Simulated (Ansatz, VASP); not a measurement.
**GaN: VASP beside Ansatz**

Contents of INCAR:

```
SYSTEM = GaN
  PREC = Accurate
  ENCUT = 520
  EDIFF = 1E-7
  ISMEAR = 0
  SIGMA = 0.03
  LREAL = .False.
  LASPH = .True.
  NELM = 60
  ALGO = Normal
  ISIF = 2
  LWAVE = .False.
  LCHARG = .False.
  GGA = PS
  NBANDS = 16
```

The input KPOINTS:

```
Automatic mesh
0
Gamma
  14 14 14
  0 0 0
```

POSCAR

```
GaN
1.0
    0.0000000000      2.0711779500      2.1352350000
    2.1352350000      0.0000000000      2.1352350000
    2.1352350000      2.0711779500      0.0000000000
Ga N
1 1
Direct
    0.0000000000      0.0000000000      0.0000000000
    0.5000000000      0.5000000000      0.5000000000
```

Input for Ansatz:

```yaml
crystal:
  lattice:
    - [0.0, 2.07117795, 2.135235]
    - [2.135235, 0.0, 2.135235]
    - [2.135235, 2.07117795, 0.0]
  atoms:
    - { symbol: Ga, position: [0.0, 0.0, 0.0] }
    - { symbol: "N", position: [0.5, 0.5, 0.5] }
basis:
  ecutwfc: 420
kpoints:
  mp_grid: { grid: [14, 14, 14] }
hamiltonian:
  xc: pbesol
scf:
  occupations: { method: gaussian, width: 0.03 }
output:
  forces: true
  stress: true
  eigenvalues: true
```

Change from the starting cell: strain -0.0300 x Voigt [0, 1, 0, 0, 0, 0], atoms carried along.

Alike in both runs: task single point; functional PBEsol; k mesh 14 × 14 × 14; occupations gaussian, width 0.03 eV; no spin polarisation.

|  | VASP | Ansatz |
| --- | --- | --- |
| version | VASP 6.6.1 | Ansatz 0.2.0 |
| potentials or method | VASP PAW PBE potentials, release 64 (Ga_d, N), cutoff 520 eV | scalar-relativistic, plane waves, PAW |
| valence electrons in the cell | 18 | 18 |

VASP gave:

```
gap on the k mesh at the Fermi level (eV)                     : 0.31
least direct gap on the mesh (eV)                             : 2.66
pressure (GPa)                                                : -0.4
traceless stress, the component that is largest in VASP (GPa) : 3.77
```

Q: Estimate Ansatz's values.

A: gap on the k mesh at the Fermi level (eV): 0.32; least direct gap on the mesh (eV): 2.65; pressure (GPa): -0.9; traceless stress, the component that is largest in VASP (GPa): 3.82.

VASP's potentials were made for PBE, not for PBEsol.
